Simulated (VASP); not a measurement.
**NaF: single point with PBEsol**

Crystal: NaF.

```
Na F
1.0
     0.00000    2.32330    2.41623
     2.32330    0.00000    2.41623
     2.32330    2.32330    0.00000
Na F
1 1
Direct
  0.00000 0.00000 0.00000
  0.50000 0.50000 0.50000
```

This cell differs from its parent crystal: strain +0.0400 x Voigt [0, 0, 1, 0, 0, 0].

```json
{
 "Program": "VASP 6.6.1",
 "Task": "single point",
 "Functional": "PBEsol",
 "Potentials or basis": "VASP PAW PBE potentials, release 64 (Na_pv, F)",
 "Cutoff": "520 eV",
 "k mesh": "8 × 8 × 8",
 "Occupations": "gaussian, width 0.05 eV",
 "Spin": "no spin polarisation",
 "Dipole correction": "no",
 "Further INCAR settings": "ALGO = Normal; EDIFF = 1e-06; NBANDS = 14"
}
```

The pressure is -2.1 GPa and the band gap on the k mesh is 5.92 eV, direct.

Stress tensor (GPa, compression positive):
```
-1.40  0.00  0.00
 0.00 -1.40  0.00
 0.00  0.00 -3.62
```

Levels at points of the mesh, in eV from the valence-band top:
```tsv
k point	band 4	band 5	band 6	band 7	band 8	band 9	band 10	band 11
(0.00, 0.00, 0.00)	-18.91	0.00	0.00	0.00	5.92	18.34	18.62	18.62
(0.50, 0.00, 0.00)	-18.12	-1.52	-0.25	-0.22	10.32	11.94	19.14	19.85
(0.50, 0.50, 0.00)	-18.77	-1.26	-0.35	-0.35	12.26	12.97	13.18	19.36
(0.50, 0.00, 0.50)	-18.75	-1.21	-0.44	-0.38	12.77	12.83	13.13	18.72
```

Run time: 54 s on 1 thread of Intel Xeon 8259CL, with other jobs on the host, peak memory 0.15 GiB.

Caveat: the cell differs from its parent crystal (strain +0.0400 x Voigt [0, 0, 1, 0, 0, 0]); the PAW data sets were made with another functional, which shifts forces and pressure a little.
